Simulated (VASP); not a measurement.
Runs of VASP 6.6.1 on SnO2 (Cassiterite). The structure is that of space group P4_2/mnm (No. 136), or close to it. The cells are those of the table. 

| cell | gap on the mesh (eV) | pressure (GPa) | largest force (eV/Å) |
| --- | --- | --- | --- |
| a = 4.777, b = 4.777, c = 3.213 Å, 6 atoms | (c) | (b) | 0.19 |
| a = 4.698, b = 4.698, c = 3.160 Å, 6 atoms | 1.57 | 18.1 | 0.41 |
| a = 4.738, b = 4.738, c = 3.187 Å, 6 atoms | 1.27 | 11.8 | 0.29 |
| a = 4.616, b = 4.616, c = 3.105 Å, 6 atoms | 2.23 | 33.6 | 0.66 |
| a = 4.854, b = 4.854, c = 3.264 Å, 6 atoms | 0.47 | -2.7 | 0.02 |
| a = 4.816, b = 4.816, c = 3.239 Å, 6 atoms | 0.72 | 1.5 | 0.10 |
| a = 4.658, b = 4.658, c = 3.132 Å, 6 atoms | 1.89 | 25.3 | 0.53 |
| a = 4.891, b = 4.891, c = 3.289 Å, 6 atoms | 0.23 | (d) | 0.06 |
| a = 4.574, b = 4.574, c = 3.077 Å, 6 atoms | 2.59 | (a) | 0.81 |

Alike in all rows: task single point; level PBE; potentials or basis VASP PAW PBE potentials, release 64 (Sn_d, O); no spin polarisation; k mesh 4 × 4 × 6; cutoff (eV) 520; smearing fermi-dirac 0.05 eV.

**Question.** Estimate the missing entries.

**Answer.** (a) 43.2; (b) 6.3; (c) 0.99; (d) -6.3.

Caveats: spin-orbit coupling is left out, which moves the levels of the heavy elements.

A k mesh can miss the band edges, and the runs leave out spin-orbit coupling on Sn.
